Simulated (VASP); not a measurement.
A run of VASP 6.6.1 is set up as follows.

File INCAR:

```
SYSTEM = Ge
  ALGO = Normal
  EDIFF = 1E-6
  ENCUT = 500
  GGA = PS
  GGA_COMPAT = .False.
  ISIF = 2
  ISMEAR = 0
  LASPH = .True.
  LCHARG = .False.
  LREAL = .False.
  LWAVE = .False.
  NBANDS = 21
  NELM = 120
  PREC = Accurate
  SIGMA = 0.1
```

The input KPOINTS:

```
k-points
0
Gamma
  10 10 10
  0 0 0
```

POSCAR

```
Ge
1.0
   -0.0210058213      2.8452382234      2.8662440447
    2.8452382234     -0.0210058213      2.8662440447
    2.8242324021      2.8242324021      0.0000000000
Ge
2
Direct
   -0.0010062861     -0.0010062861      0.0010062861
    0.2510062861      0.2510062861      0.2489937139
```

Potentials or basis: VASP PAW PBE potentials, release 64 (Ge_d).

Command:

```console
$ cat potpaw_PBE.64/Ge_d/POTCAR > POTCAR
$ mpirun -np 1 vasp_std > vasp.out
```

**Question.** Estimate the pressure.

**Answer.** -1.4 GPa.

Stress tensor (GPa, compression positive):
```
-1.25  0.81  0.00
 0.81 -1.25  0.00
 0.00  0.00 -1.77
```

Caveat: the cell differs from its parent crystal (strained cell); the PAW data sets were made with another functional, which shifts forces and pressure a little.
